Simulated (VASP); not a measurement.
# LiSi16 (a cell with a defect) in VASP: notebook

Runs on LiSi16 (a cell with a defect). Level: r2SCAN. Tasks: single point.

Program: VASP 6.6.1. These are calculated values, not measurements. Logs are shortened: lines on timing, memory, paths and dates and some standing lists are left out, and cuts for length are marked.

## (1) The cell of the first run

The cell holds a defect, 17 atoms: a = 7.679 Å, b = 7.679 Å, c = 7.679 Å, α = 60.00°, β = 60.00°, γ = 60.00°.

## (2) Single point, r2SCAN

POSCAR

```
LiSi16
1.0
    0.0000000000      5.4300000000      5.4300000000
    5.4300000000      0.0000000000      5.4300000000
    5.4300000000      5.4300000000      0.0000000000
Si Li
16 1
Direct
    0.0006040950     -0.0022907944      0.0005791431
    0.1227960053      0.1271225617      0.1227687894
   -0.0071863374      0.0024456920      0.5020954391
    0.1227765365      0.1271144597      0.6267829576
    0.0006066339      0.5009171329      0.0005817889
    0.1248105618      0.6251081241      0.1247871583
    0.0005961352      0.5009108618      0.4973889091
    0.1227822933      0.6231224966      0.6267867339
    0.5021224187      0.0024465566     -0.0072149448
    0.6268079670      0.1271150677      0.1227501764
    0.5020960265      0.0024228932      0.5020699038
    0.6247654129      0.1251327047      0.6247366417
    0.4974123020      0.5009114210      0.0005717534
    0.6268116125      0.6231234133      0.1227560455
    0.5021066132      0.4931793885      0.5020805424
    0.6267984207      0.6231088469      0.6267740303
    0.3747507030      0.8751400737      0.3747204318
```

INCAR.step1

```
ALGO     = Normal         # electronic algorithm
EDIFF    = 1E-4           # SCF threshold, eV
ENCUT    = 520            # plane-wave cutoff, eV
GGA      = PE             # functional
ISMEAR   = 0              # smearing method
LASPH    = True           # aspherical terms in the spheres
LCHARG   = False          # write CHGCAR
LREAL    = Auto         
LWAVE    = True           # write WAVECAR
NBANDS   = 48             # bands
NELECT   = 66.0         
NELM     = 60             # most SCF steps
PREC     = Accurate       # precision mode
SIGMA    = 0.05           # smearing width, eV
```

INCAR.step2

```
ALGO     = Normal         # electronic algorithm
EDIFF    = 1E-6           # SCF threshold, eV
ENCUT    = 520            # plane-wave cutoff, eV
ISIF     = 2              # what is computed and relaxed
ISMEAR   = 0              # smearing method
ISTART   = 1            
LASPH    = True           # aspherical terms in the spheres
LCHARG   = False          # write CHGCAR
LMIXTAU  = True         
LREAL    = Auto         
LWAVE    = False          # write WAVECAR
METAGGA  = R2SCAN         # meta-GGA
NBANDS   = 48             # bands
NELECT   = 66.0         
NELM     = 60             # most SCF steps
PREC     = Accurate       # precision mode
SIGMA    = 0.05           # smearing width, eV
```

KPOINTS

```
k-points
0
Gamma
  2 2 2
```

Potentials or basis: VASP PAW PBE potentials, release 64 (Si, Li_sv).

Command:

```bash
> cat potpaw_PBE.64/Si/POTCAR potpaw_PBE.64/Li_sv/POTCAR > POTCAR
> cp INCAR.step1 INCAR
> mpirun -np 1 vasp_std > vasp.out
> cp INCAR.step2 INCAR
> mpirun -np 1 vasp_std > vasp.out
```

OUTCAR:

```text
EDIFF = 1E-6
   ENCUT = 520
   ISIF = 2
   ISMEAR = 0
   ISTART = 1
   LASPH = True
   LREAL = Auto
   METAGGA = R2SCAN
   NELECT = 66.0
   NELM = 60
   PREC = Accurate

 ion  position               nearest neighbor table
   1  0.001  0.998  0.001-   6 2.34   2 2.34  10 2.34   4 2.34
   2  0.123  0.127  0.123-   5 2.34   1 2.34   9 2.38   3 2.38  17 2.74
   3  0.993  0.002  0.502-  12 2.31   4 2.38   8 2.38   2 2.38  17 2.39
   4  0.123  0.127  0.627-   1 2.34   7 2.34  11 2.38   3 2.38  17 2.74
   5  0.001  0.501  0.001-   6 2.34   2 2.34  14 2.34   8 2.34
   6  0.125  0.625  0.125-   5 2.34   1 2.34  13 2.34   7 2.34
   7  0.001  0.501  0.497-   6 2.34   8 2.34   4 2.34  16 2.34
   8  0.123  0.623  0.627-   5 2.34   7 2.34   3 2.38  15 2.38  17 2.74
   9  0.502  0.002  0.993-  12 2.31  10 2.38  14 2.38   2 2.38  17 2.39
  10  0.627  0.127  0.123-   1 2.34  13 2.34   9 2.38  11 2.38  17 2.74
  11  0.502  0.002  0.502-  12 2.31  16 2.38   4 2.38  10 2.38  17 2.40
  12  0.625  0.125  0.625-  11 2.31  15 2.31   3 2.31   9 2.31
  13  0.497  0.501  0.001-   6 2.34  14 2.34  10 2.34  16 2.34
  14  0.627  0.623  0.123-   5 2.34  13 2.34   9 2.38  15 2.38  17 2.74
  15  0.502  0.493  0.502-  12 2.31  16 2.38   8 2.38  14 2.38  17 2.39
  16  0.627  0.623  0.627-   7 2.34  13 2.34  11 2.38  15 2.38  17 2.74
  17  0.375  0.875  0.375-   9 2.39   3 2.39  15 2.39  11 2.40   2 2.74  14 2.74   8 2.74  10 2.74
                             4 2.74  16 2.74

  LATTYP: Found a face centered cubic cell.
 ALAT       =    10.8600000000

  Lattice vectors:

 A1 = (   0.0000000000,   5.4300000000,   5.4300000000)
 A2 = (   5.4300000000,   0.0000000000,   5.4300000000)
 A3 = (   5.4300000000,   5.4300000000,   0.0000000000)

Analysis of symmetry for initial positions (statically):
=====================================================================
 Subroutine PRICEL returns:
 Original cell was already a primitive cell.

 Routine SETGRP: Setting up the symmetry group for a
 face centered cubic supercell.

 Subroutine GETGRP returns: Found  2 space group operations
 (whereof  1 operations were pure point group operations)
 out of a pool of 48 trial point group operations.

The static configuration has the point symmetry C_1 .
 The point group associated with its full space group is C_1h.

Analysis of symmetry for dynamics (positions and initial velocities):
=====================================================================
 Subroutine PRICEL returns:
 Original cell was already a primitive cell.

[... 125 lines left out ...]
   ISIF   =      2    stress and relaxation
   ISYM   =      2    0-nonsym 1-usesym 2-fastsym
   POTIM  = 0.5000    time-step for ionic-motion
   TEBEG  =    0.0;   TEEND  =   0.0 temperature during run
   PSTRESS=    0.0 pullay stress
   NELECT =      66.0000    total number of electrons
   NUPDOWN=      -1.0000    fix difference up-down
   EMIN   =  10.00;   EMAX   =-10.00  energy-range for DOS
   EFERMI =   0.00;   METHOD = LEGACY
   ISMEAR =     0;   SIGMA  =   0.05  broadening in eV -4-tet -1-fermi 0-gaus
   EFERMI_NEDOS =   21; number of points for ismear=-14 and -15
   IALGO  =     38    algorithm
   IMIX   =      4    mixing-type and parameters
     AMIX     =   0.40;   BMIX     =  1.00
     AMIX_MAG =   1.60;   BMIX_MAG =  1.00
  volume/ion in A,a.u.               =      18.84       127.11
  Fermi-wavevector in a.u.,A,eV,Ry     =   0.967044  1.827449 12.723821  0.935174
  Thomas-Fermi vector in A             =   2.096897
   LORBIT       =      0    0 simple, 1 ext, 2 COOP (PROOUT), +10 PAW based schemes
   METAGGA = R2SCAN    functional components
   LHFCALC =     F    Hartree Fock is set to
   AEXX    =    0.0000 exact exchange contribution
   IVDW    =     0    specifies the selected vdW correction
   LEPSILON=     F    determine dielectric tensor
   LRPA    =     F    only Hartree local field effects (RPA)
 non-spin polarized calculation
 Gauss-broadening in eV      SIGMA  =   0.05
  energy-cutoff  :      520.00
  volume of cell :      320.21
 maximum number of plane-waves:      8646
 NGX is ok and might be reduce to    60
   NGX = 29   NGY = 29   NGZ = 29

 number of electron      65.9999997 magnetization

 Free energy of the ion-electron system (eV)
  ---------------------------------------------------
  ext. energy  EPLUGINS =         0.00000000
  ---------------------------------------------------
  free energy    TOTEN  =      -147.80502216 eV

  energy without entropy =     -147.80502216  energy(sigma->0) =     -147.80502216

 E-fermi :   6.3337     XC(G=0):  -9.8963

 val. band max:        5.9509363454   @ k =   0.0000   0.0000   0.0000
 cond. band min:       6.7988588790   @ k =   0.0000   0.0000   0.0000
 fundamental gap:      0.8479225335
 Fermi energy:         6.3337236357

 k-point     1 :       0.0000    0.0000    0.0000
  band No.  band energies     occupation
      1     -42.1202      2.00000
      2      -6.5771      2.00000
      3      -4.2042      2.00000
      4      -4.1466      2.00000
      5      -4.1466      2.00000
      6      -4.1465      2.00000
[... 277 lines left out ...]
     44      10.5674      0.00000
     45      10.6552      0.00000
 [bands above 45 left out]

------------------------ aborting loop because EDIFF is reached ----------------------------------------

  FORCE on cell =-STRESS in cart. coord.  units (eV):
  Direction    XX          YY          ZZ          XY          YZ          ZX
  --------------------------------------------------------------------------------------
  -------------------------------------------------------------------------------------
  Total       -4.0881670     -4.0842561     -4.0881670     -0.0007256     -0.0007256     -0.0045185
  in kB      -20.4554822    -20.4359141    -20.4554822     -0.0036305     -0.0036304     -0.0226085
  external PRESSURE =     -20.4489595 kB  Pullay stress =       0.0000000 kB

 VOLUME and BASIS-vectors are now :
 -----------------------------------------------------------------------------
  energy-cutoff  :      520.00
  volume of cell :      320.21
      direct lattice vectors                 reciprocal lattice vectors
     0.000000000  5.430000000  5.430000000    -0.092081031  0.092081031  0.092081031
     5.430000000  0.000000000  5.430000000     0.092081031 -0.092081031  0.092081031
     5.430000000  5.430000000  0.000000000     0.092081031  0.092081031 -0.092081031

 POSITION                                       TOTAL-FORCE (eV/Angst)
 -----------------------------------------------------------------------------------
      5.42071      0.00642      5.42084         0.000762     -0.000641      0.000762
      1.35691      1.33342      1.35706        -0.000357      0.000336     -0.000357
      2.73966      8.11736      5.40426        -0.001333      0.001207      0.001221
      4.09366      4.07011      1.35691        -0.001504      0.000117     -0.000305
      2.72314      0.00645      2.72327        -0.000098     -0.000412     -0.000098
      4.07193      1.35532      4.07206         0.000465      0.002234      0.000465
[... 9 lines left out ...]
      6.78686      6.80690      6.78700         0.000338     -0.001735      0.000338
      6.78674      4.06963      6.78691        -0.000857     -0.006637     -0.000857
 -----------------------------------------------------------------------------------
    total drift:                               -0.009674     -0.009160      0.006704

  FREE ENERGIE OF THE ION-ELECTRON SYSTEM (eV)
  ---------------------------------------------------
  free  energy   TOTEN  =      -147.8050221645 eV

  energy  without entropy=     -147.8050221645  energy(sigma->0) =     -147.80502216
```

OUTCAR.step1:

```text
EDIFF = 1E-4
   ENCUT = 520
   GGA = PE
   ISMEAR = 0
[... 544 lines left out ...]
      2.72314      0.00645      2.72327         0.003915      0.003219      0.003915
      4.07193      1.35532      4.07206         0.000399      0.001779      0.000399
[... 9 lines left out ...]
      6.78686      6.80690      6.78700         0.000261     -0.005743      0.000261
      6.78674      4.06963      6.78691         0.000254      0.001035      0.000254
 -----------------------------------------------------------------------------------
    total drift:                               -0.009691     -0.001137      0.008986

  FREE ENERGIE OF THE ION-ELECTRON SYSTEM (eV)
  ---------------------------------------------------
  free  energy   TOTEN  =       -93.5140115189 eV

  energy  without entropy=      -93.5140115189  energy(sigma->0) =      -93.51401152
```

OSZICAR.step1:

```text
N       E                     dE             d eps       ncg     rms          rms(c)
DAV:   1     0.177015149317E+03    0.17702E+03   -0.25234E+04   576   0.116E+03
DAV:   2    -0.753775280116E+02   -0.25239E+03   -0.23613E+03   704   0.188E+02
DAV:   3    -0.939899087885E+02   -0.18612E+02   -0.18264E+02   840   0.431E+01
DAV:   4    -0.950648783103E+02   -0.10750E+01   -0.10649E+01   880   0.944E+00
DAV:   5    -0.950987356623E+02   -0.33857E-01   -0.33852E-01   776   0.145E+00    0.142E+01
DAV:   6    -0.939945943646E+02    0.11041E+01   -0.94515E-01   664   0.321E+00    0.871E+00
DAV:   7    -0.934974971634E+02    0.49710E+00   -0.14430E+00   688   0.358E+00    0.112E+00
DAV:   8    -0.935078968060E+02   -0.10400E-01   -0.12391E-01   664   0.128E+00    0.479E-01
DAV:   9    -0.935121194392E+02   -0.42226E-02   -0.11156E-02   696   0.381E-01    0.231E-01
DAV:  10    -0.935134012924E+02   -0.12819E-02   -0.14521E-03   664   0.127E-01    0.116E-01
DAV:  11    -0.935139894871E+02   -0.58819E-03   -0.64096E-04   664   0.919E-02    0.246E-02
DAV:  12    -0.935140115189E+02   -0.22032E-04   -0.45382E-05   424   0.251E-02
   1 F= -.93514012E+02 E0= -.93514012E+02  d E =-.120680E-15
```

Wall time 5.8 min (1 thread of Intel Xeon 6975P-C (Granite Rapids), shared host); peak memory 0.54 GiB.

What came out:

```
Free energy   : -147.8050 eV
Largest force : 0.007 eV/Å
```

Forces in eV/Å, atoms in the order of the input:
```
Si   0.001 -0.001  0.001
Si   0.000  0.000  0.000
Si  -0.001  0.001  0.001
Si  -0.002  0.000  0.000
Si   0.000  0.000  0.000
Si   0.000  0.002  0.000
Si   0.001  0.001 -0.001
Si   0.000  0.000  0.001
Si   0.001  0.001 -0.001
Si   0.000  0.000 -0.002
Si  -0.001  0.000 -0.001
Si   0.001  0.003  0.001
Si  -0.001  0.001  0.001
Si   0.001  0.000  0.000
Si   0.001  0.000  0.001
Si   0.000 -0.002  0.000
Li  -0.001 -0.007 -0.001
```

Levels at points of the mesh, in eV from the Fermi level:
```csv
k point,band 31,band 32,band 33,band 34,band 35,band 36
"(0.00, 0.00, 0.00)",-0.38,-0.38,-0.38,0.47,0.47,0.47
"(0.50, 0.00, 0.00)",-1.25,-1.15,-1.15,1.06,1.25,1.25
"(0.00, 0.50, 0.00)",-1.25,-1.15,-1.15,1.06,1.25,1.25
"(0.50, 0.50, 0.50)",-1.25,-1.15,-1.15,1.06,1.25,1.25
"(0.50, 0.50, 0.00)",-1.82,-1.78,-1.73,0.88,0.96,2.10
"(0.50, 0.00, 0.50)",-1.82,-1.78,-1.73,0.88,0.96,2.10
```

Caveat: the k points lie up to 0.50 Å⁻¹ apart; the cell carries a net charge on a neutralising background, which shifts energy and pressure; the cell is charged against a uniform background, so pressure and absolute levels hang on convention; the cutoff is under 1.25 times the usual one of these potentials, so pressure, stress and relaxed cells hold a basis-set (Pulay) error; the PAW data sets were made with another functional, which shifts forces and pressure a little.

(Continued in part 2 of 2.)
